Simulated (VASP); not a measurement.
Crystal: Bi.

```
Bi
1.0
    -1.98143    1.98143    1.98143
     1.98143   -1.98143    1.98143
     1.98143    1.98143   -1.98143
Bi
1
Direct
  0.00000 0.00000 0.00000
```

- Program: VASP 6.6.1
- Task: relaxation of cell and atoms
- Functional: LDA
- Potentials or basis: VASP PAW LDA potentials, release 64 (Bi_d)
- Cutoff: 600 eV
- k mesh: 16 × 16 × 16
- Occupations: gaussian, width 0.1 eV
- Spin: no spin polarisation

At the start: pressure -3.2 GPa; volume 31.12 Å³/atom.

**Question.** How do energy, volume and symmetry change on relaxing?

**Answer.** Over 17 steps the energy falls by 19.1 meV/atom and the volume is 29.23 Å³/atom (-6.1 %); space group Im-3m (No. 229, to 0.05 Å).

Step by step:
```
step  energy change (eV)  largest force (eV/Å)  pressure (GPa)  volume (Å³)
   1              0.0000                0.0000           -3.16        31.12
   2             -0.0134                0.0000            2.10        28.44
   3             -0.0192                0.0000            0.04        29.32
   4             -0.0192                0.0000            0.05        29.35
   5             -0.0140                0.0000           -1.76        30.23
   6             -0.0191                0.0000           -0.14        29.39
   7             -0.0191                0.0000           -0.13        29.38
   8             -0.0191                0.0000           -0.14        29.37
   9             -0.0191                0.0000           -0.09        29.37
  10             -0.0191                0.0000           -0.10        29.37
  11             -0.0191                0.0000           -0.12        29.37
  12             -0.0191                0.0000           -0.14        29.37
  13             -0.0191                0.0000           -0.09        29.36
  14             -0.0192                0.0000           -0.09        29.35
  15             -0.0192                0.0000           -0.07        29.34
  16             -0.0192                0.0000           -0.05        29.30
  17             -0.0191                0.0000            0.01        29.23
```

Final structure:
```cif
data_structure
_symmetry_space_group_name_H-M 'P 1'
_symmetry_Int_Tables_number 1
_cell_length_a 3.3610
_cell_length_b 3.3610
_cell_length_c 3.3610
_cell_angle_alpha 109.471
_cell_angle_beta 109.471
_cell_angle_gamma 109.471
_cell_volume 29.23
loop_
_atom_site_label
_atom_site_type_symbol
_atom_site_fract_x
_atom_site_fract_y
_atom_site_fract_z
_atom_site_occupancy
Bi1 Bi 0.00000 0.00000 0.00000 1
```
